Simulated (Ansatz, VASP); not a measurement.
**Na: VASP beside Ansatz**

File INCAR:

```
PREC     = Accurate       # precision mode
ENCUT    = 520            # plane-wave cutoff, eV
EDIFF    = 1E-6           # SCF threshold, eV
ISMEAR   = 0              # smearing method
SIGMA    = 0.1            # smearing width, eV
LREAL    = False          # projectors in reciprocal space
LASPH    = True           # aspherical terms in the spheres
NELM     = 100            # most SCF steps
ALGO     = Fast           # electronic algorithm
ISIF     = 2              # what is computed and relaxed
LWAVE    = False          # write WAVECAR
LCHARG   = False          # write CHGCAR
GGA      = PS             # functional
NBANDS   = 14             # bands
```

KPOINTS

```
Automatic mesh
0
Gamma
  15 15 8
```

Contents of POSCAR:

```
Na
1.0
    3.6878939767      0.0000000000      0.0000000000
   -1.8439469883      3.1938098702      0.0000000000
    0.0000000000      0.0000000000      6.0247660000
Na
2
Direct
    0.3333333333      0.6666666667      0.2500000000
    0.6666666667      0.3333333333      0.7500000000
```

Input for Ansatz:

```yaml
crystal:
  lattice:
    - [3.6878939767, 0.0, 0.0]
    - [-1.8439469883, 3.1938098702, 0.0]
    - [0.0, 0.0, 6.024766]
  atoms:
    - { symbol: Na, position: [0.3333333333, 0.6666666667, 0.25] }
    - { symbol: Na, position: [0.6666666667, 0.3333333333, 0.75] }
basis:
  ecutwfc: 420
kpoints:
  mp_grid: { grid: [15, 15, 8] }
hamiltonian:
  xc: pbesol
scf:
  occupations: { method: gaussian, width: 0.1 }
output:
  forces: true
  stress: true
  eigenvalues: true
  populations: true
```

Alike in both runs: task single point; functional PBEsol; k mesh 15 × 15 × 8; occupations gaussian, width 0.1 eV; no spin polarisation.

```csv
,VASP,Ansatz
version,VASP 6.6.1,Ansatz 0.2.0
potentials or method,"VASP PAW PBE potentials, release 64 (Na_pv), cutoff 520 eV","scalar-relativistic, plane waves, PAW"
valence electrons in the cell,14,18
```

```tsv
	VASP	Ansatz	Ansatz less VASP
gap on the k mesh at the Fermi level (eV)	none	none	-
pressure (GPa)	0.2	0.2	-0.04
```

VASP's potentials were made for PBE, not for PBEsol. A gap of «none» marks a metal or a gap that the smearing closes. The functional is the same, so the differences come from potentials, cutoffs and numerics. VASP's potentials hold 14 valence electrons a cell and Ansatz's 18, so a difference there can come from the potentials and not from the codes.
